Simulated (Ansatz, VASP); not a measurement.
One calculation of Ba, two programs

```
CELL_PARAMETERS angstrom
0.00000 3.64310 3.64310
3.64310 0.00000 3.64310
3.64310 3.64310 0.00000
ATOMIC_POSITIONS crystal
Ba 0.12500 0.12500 0.12500
Ba 0.87500 0.87500 0.87500
```

Alike in both runs: task single point; functional LDA; k mesh 9 × 9 × 9; occupations fermi-dirac, width 0.1 eV; no spin polarisation.

|  | VASP | Ansatz |
| --- | --- | --- |
| version | VASP 6.6.1 | Ansatz 0.2.0 |
| potentials or method | VASP PAW LDA potentials, release 64 (Ba_sv), cutoff 520 eV | plane waves (420 eV) with PAW, scalar-relativistic |
| valence electrons in the cell | 20 | 20 |

|  | VASP | Ansatz | Ansatz less VASP |
| --- | --- | --- | --- |
| pressure (GPa) | 0.8 | 0.0 | -0.86 |

Ansatz warns that its potentials were made for another functional, while VASP's fit it. LDA's correlation is that of Perdew and Zunger in VASP and of Perdew and Wang (1992) in Ansatz.

Neither program's run includes spin-orbit coupling.
